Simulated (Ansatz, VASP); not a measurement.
**One calculation of Al2Cu, two programs**

```xyz
6
Lattice="-3.0564 3.0564 2.3655 3.0564 -3.0564 2.3655 3.0564 3.0564 -2.3655" Properties=species:S:1:pos:R:3 pbc="T T T"
Al    4.0304    0.9739    0.0000
Al    2.0825    0.9739    2.3655
Al   -0.9739    2.0825    2.3655
Al    0.9739    2.0825    0.0000
Cu    0.0000    0.0000    3.5483
Cu    0.0000    0.0000    1.1828
```

Alike in both runs: task single point; functional PBEsol; k mesh 10 × 10 × 10; occupations gaussian, width 0.15 eV; no spin polarisation.

|  | VASP | Ansatz |
| --- | --- | --- |
| version | VASP 6.6.1 | Ansatz 0.2.0 |
| potentials or method | VASP PAW PBE potentials, release 64 (Al, Cu), cutoff 520 eV | scalar-relativistic, plane waves, PAW |
| valence electrons in the cell | 34 | 50 |

Ansatz gave:

| Quantity | Value |
| --- | --- |
| gap on the k mesh at the Fermi level (eV) | none |
| pressure (GPa) | -1.9 |
| traceless stress, the component that is largest in VASP (GPa) | 3.80 |
| rms of the force components (eV/Å) | 0.045 |

Q: What did VASP give for the same quantities?

A: gap on the k mesh at the Fermi level (eV): none; pressure (GPa): -1.7; traceless stress, the component that is largest in VASP (GPa): 3.82; rms of the force components (eV/Å): 0.046.

VASP's potentials were made for PBE, not for PBEsol, and Ansatz warns of the same on its side. Atom by atom the forces differ by 0.002 eV/Å (rms over components). A gap of «none» marks a metal or a gap that the smearing closes. VASP's potentials hold 34 valence electrons a cell and Ansatz's 50, so a difference there can come from the potentials and not from the codes.
